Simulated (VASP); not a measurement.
# MgZr2N2 (I4/mmm) in VASP: single point with PBE

Aim: the single point of MgZr2N2 with PBE.

Program: VASP 6.6.1. These are calculated values, not measurements. Logs are shortened: lines on timing, memory, paths and dates and some standing lists are left out, and cuts for length are marked.

## 1. The cell of the first run

Symmetry: I4/mmm, No. 139, tetragonal system. The conventional cell has a = 4.326 Å, b = 4.326 Å, c = 10.014 Å, α = 90.00°, β = 90.00°, γ = 90.00°. Mg (site symmetry 4/mmm) has 2 N at 2.09 Å within 2.8 Å. Zr (site symmetry -4m2) has 4 N at 2.20 Å within 2.9 Å. Within 2.8 Å of N (site symmetry 4mm) lie 1 Mg at 2.09 Å and 4 Zr at 2.20 Å.

The cell was generated, and may not be a known phase.

## 2. Single point, PBE

Contents of INCAR:

```
SYSTEM = MgZr2N2
ALGO = Normal ; EDIFF = 1E-6
ENCUT = 840 ; GGA = PE
GGA_COMPAT = .False. ; ISIF = 2
ISMEAR = 0 ; LASPH = .True.
LCHARG = .False. ; LREAL = .False.
LWAVE = .False. ; NBANDS = 30
NELM = 120 ; PREC = Accurate
SIGMA = 0.1
```

Contents of KPOINTS:

```
k-points
0
Gamma
  6 6 6
  0 0 0
```

Contents of POSCAR:

```
MgZr2N2
1.0
   -2.1630033840      2.1630033840      5.0069409390
    2.1630033840     -2.1630033840      5.0069409390
    2.1630033840      2.1630033840     -5.0069409390
Mg Zr N
1 2 2
Direct
    0.0000000000      0.0000000000      0.0000000000
    0.7500000000      0.2500000000      0.5000000000
    0.2500000000      0.7500000000      0.5000000000
    0.7911891598      0.7911891598      0.0000000000
    0.2088108402      0.2088108402      0.0000000000
```

Potentials or basis: VASP PAW PBE potentials, release 64 (Mg_sv, Zr_sv, N).

Started as:

```bash
cat potpaw_PBE.64/Mg_sv/POTCAR potpaw_PBE.64/Zr_sv/POTCAR potpaw_PBE.64/N/POTCAR > POTCAR
mpirun -np 1 vasp_std > vasp.out
```

OUTCAR:

```text
SYSTEM = MgZr2N2
   EDIFF = 1E-6
   ENCUT = 840
   GGA = PE
   ISIF = 2
   ISMEAR = 0
   LASPH = .True.
   LREAL = .False.
   NELM = 120
   PREC = Accurate

 ion  position               nearest neighbor table
   1  0.000  0.000  0.000-
   2  0.750  0.250  0.500-   4 2.20   5 2.20   4 2.20   5 2.20   3 3.06   3 3.06   3 3.06   3 3.06

   3  0.250  0.750  0.500-   4 2.20   5 2.20   4 2.20   5 2.20   2 3.06   2 3.06   2 3.06   2 3.06

   4  0.791  0.791  0.000-   2 2.20   3 2.20   2 2.20   3 2.20
   5  0.209  0.209  0.000-   2 2.20   3 2.20   2 2.20   3 2.20

  LATTYP: Found a body centered tetragonal cell.
 ALAT       =     4.3260067680
 C/A-ratio  =     2.3148095727

  Lattice vectors:

 A1 = (  -2.1630033840,   2.1630033840,   5.0069409390)
 A2 = (   2.1630033840,  -2.1630033840,   5.0069409390)
 A3 = (   2.1630033840,   2.1630033840,  -5.0069409390)

Analysis of symmetry for initial positions (statically):
=====================================================================
 Subroutine PRICEL returns:
 Original cell was already a primitive cell.

 Routine SETGRP: Setting up the symmetry group for a
 body centered tetragonal supercell.

 Subroutine GETGRP returns: Found 16 space group operations
 (whereof 16 operations were pure point group operations)
 out of a pool of 16 trial point group operations.

The static configuration has the point symmetry D_4h.

Analysis of symmetry for dynamics (positions and initial velocities):
=====================================================================
 Subroutine PRICEL returns:
 Original cell was already a primitive cell.

 Routine SETGRP: Setting up the symmetry group for a
 body centered tetragonal supercell.

 Subroutine GETGRP returns: Found 16 space group operations
 (whereof 16 operations were pure point group operations)
 out of a pool of 16 trial point group operations.

The dynamic configuration has the point symmetry D_4h.

 Subroutine INISYM returns: Found 16 space group operations
 (whereof 16 operations are pure point group operations),
 and found     1 'primitive' translations

----------------------------------------------------------------------------------------

                                     Primitive cell

  volume of cell :      93.7016

  direct lattice vectors                    reciprocal lattice vectors
    -2.163003384  2.163003384  5.006940939     0.000000000  0.231160064  0.099861374
[... 80 lines left out ...]
   NGX,Y,Z   is equivalent  to a cutoff of  15.87, 15.87, 15.87 a.u.
   NGXF,Y,Z  is equivalent  to a cutoff of  31.73, 31.73, 31.73 a.u.
 SYSTEM =  MgZr2N2
   PREC   = accura    normal or accurate (medium, high low for compatibility)
   ISTART =      0    job   : 0-new  1-cont  2-samecut
   ICHARG =      2    charge: 1-file 2-atom 10-const
   ISPIN  =      1    spin polarized calculation?
   LNONCOLLINEAR =      F non collinear calculations
   LSORBIT =      F    spin-orbit coupling
   LASPH  =      T    aspherical Exc in radial PAW
   ENCUT  =  840.0 eV  61.74 Ry    7.86 a.u.  13.87 13.87 13.87*2*pi/ulx,y,z
   NELM   =    120;   NELMIN=  2; NELMDL= -5     # of ELM steps
   EDIFF  = 0.1E-05   stopping-criterion for ELM
   LREAL  =      F    real-space projection
[... 7 lines left out ...]
   TEBEG  =    0.0;   TEEND  =   0.0 temperature during run
   PSTRESS=    0.0 pullay stress
   NELECT =      44.0000    total number of electrons
   NUPDOWN=      -1.0000    fix difference up-down
   EMIN   =  10.00;   EMAX   =-10.00  energy-range for DOS
   EFERMI =   0.00;   METHOD = LEGACY
   ISMEAR =     0;   SIGMA  =   0.10  broadening in eV -4-tet -1-fermi 0-gaus
   EFERMI_NEDOS =   21; number of points for ismear=-14 and -15
   IALGO  =     38    algorithm
   IMIX   =      4    mixing-type and parameters
     AMIX     =   0.40;   BMIX     =  1.00
     AMIX_MAG =   1.60;   BMIX_MAG =  1.00
  volume/ion in A,a.u.               =      18.74       126.47
  Fermi-wavevector in a.u.,A,eV,Ry     =   1.272458  2.404597 22.029863  1.619149
  Thomas-Fermi vector in A             =   2.405335
   LORBIT       =      0    0 simple, 1 ext, 2 COOP (PROOUT), +10 PAW based schemes
   GGA     = PE    functional components
   LHFCALC =     F    Hartree Fock is set to
   AEXX    =    0.0000 exact exchange contribution
   IVDW    =     0    specifies the selected vdW correction
   LEPSILON=     F    determine dielectric tensor
   LRPA    =     F    only Hartree local field effects (RPA)
 non-spin polarized calculation
 Gauss-broadening in eV      SIGMA  =   0.10
  energy-cutoff  :      840.00
  volume of cell :       93.70
 maximum number of plane-waves:      5218
   NGX = 27   NGY = 27   NGZ = 27

 number of electron      44.0000000 magnetization

 Free energy of the ion-electron system (eV)
  ---------------------------------------------------
  ext. energy  EPLUGINS =         0.00000000
  ---------------------------------------------------
  free energy    TOTEN  =       -39.71570732 eV

  energy without entropy =      -39.70024444  energy(sigma->0) =      -39.70797588

 E-fermi :   5.9692     XC(G=0):  -9.7655

 val. band max:        5.9600856216   @ k =   0.5000   0.5000   0.3333
 cond. band min:       5.9838984432   @ k =   0.5000   0.5000   0.1667
 fundamental gap:      0.0238128216
 Fermi energy:         5.9691876506

 k-point     1 :       0.0000    0.0000    0.0000
  band No.  band energies     occupation
      1     -70.1998      2.00000
      2     -43.5561      2.00000
      3     -43.3773      2.00000
      4     -36.9826      2.00000
      5     -36.9826      2.00000
      6     -36.9121      2.00000
[... 781 lines left out ...]
     29      10.0676      0.00000
     30      10.5792      0.00000

 [... further k-points ...]
[... 5 lines left out ...]
  --------------------------------------------------------------------------------------
  -------------------------------------------------------------------------------------
  Total        0.2271011      0.2271011      0.0384094      0.0000000      0.0000000      0.0000000
  in kB        3.8831385      3.8831385      0.6567518      0.0000000      0.0000000      0.0000000
  external PRESSURE =       2.8076763 kB  Pullay stress =       0.0000000 kB

 VOLUME and BASIS-vectors are now :
 -----------------------------------------------------------------------------
  energy-cutoff  :      840.00
  volume of cell :       93.70
      direct lattice vectors                 reciprocal lattice vectors
    -2.163003384  2.163003384  5.006940939     0.000000000  0.231160064  0.099861374
     2.163003384 -2.163003384  5.006940939     0.231160064  0.000000000  0.099861374
     2.163003384  2.163003384 -5.006940939     0.231160064  0.231160064  0.000000000

 POSITION                                       TOTAL-FORCE (eV/Angst)
 -----------------------------------------------------------------------------------
      0.00000      0.00000      0.00000        -0.000000     -0.000000      0.000000
     -0.00000      2.16300      2.50347        -0.000000     -0.000000      0.000000
      2.16300     -0.00000      2.50347        -0.000000     -0.000000      0.000000
      0.00000      0.00000      7.92287         0.000000      0.000000     -0.005203
      0.00000      0.00000      2.09101        -0.000000     -0.000000      0.005203
 -----------------------------------------------------------------------------------
    total drift:                               -0.000000     -0.000000      0.000000

  FREE ENERGIE OF THE ION-ELECTRON SYSTEM (eV)
  ---------------------------------------------------
  free  energy   TOTEN  =       -39.7157073159 eV

  energy  without entropy=      -39.7002444447  energy(sigma->0) =      -39.70797588
```

stdout:

```text
POSCAR found type information on POSCAR MgZrN
 POSCAR found :  3 types and       5 ions
 scaLAPACK will be used
 LDA part: xc-table for (Slater+PW92), standard interpolation
 POSCAR, INCAR and KPOINTS ok, starting setup
 FFT: planning ... GRIDC
 FFT: planning ... GRID_SOFT
 FFT: planning ... GRID
 WAVECAR not read
 entering main loop
```

It took 2.9 min on 1 thread of Intel Xeon Platinum 8375C at 2.90GHz (Ice Lake), shared host; peak memory 0.52 GiB.

What came out:

* Free energy: -39.7157 eV
* Pressure: 0.3 GPa
* Largest force: 0.005 eV/Å
* Band gap on the k mesh: zero (bands 22 and 23 overlap by 0.78 eV)

Forces in eV/Å, atoms in the order of the input:
```
Mg   0.000  0.000  0.000
Zr   0.000  0.000  0.000
Zr   0.000  0.000  0.000
N    0.000  0.000 -0.005
N    0.000  0.000  0.005
```

Levels at points of the mesh, in eV from the Fermi level:
```csv
k point,band 18,band 19,band 20,band 21,band 22,band 23,band 24,band 25,band 26,band 27
"(0.00, 0.00, 0.00)",-3.89,-3.45,-3.45,-2.40,-2.22,0.93,0.93,1.92,2.78,2.78
"(0.50, 0.00, 0.00)",-4.67,-4.10,-4.04,-1.53,-0.75,0.30,0.40,1.79,2.53,3.10
"(0.50, 0.50, 0.00)",-5.26,-5.23,-4.75,-1.25,0.35,0.51,0.83,1.74,2.83,2.91
"(0.50, 0.50, 0.50)",-3.77,-3.53,-3.53,-2.19,-0.20,0.30,0.67,1.30,1.30,2.66
```

The gap in the log of VASP goes by the Fermi energy; the results here count the filled bands.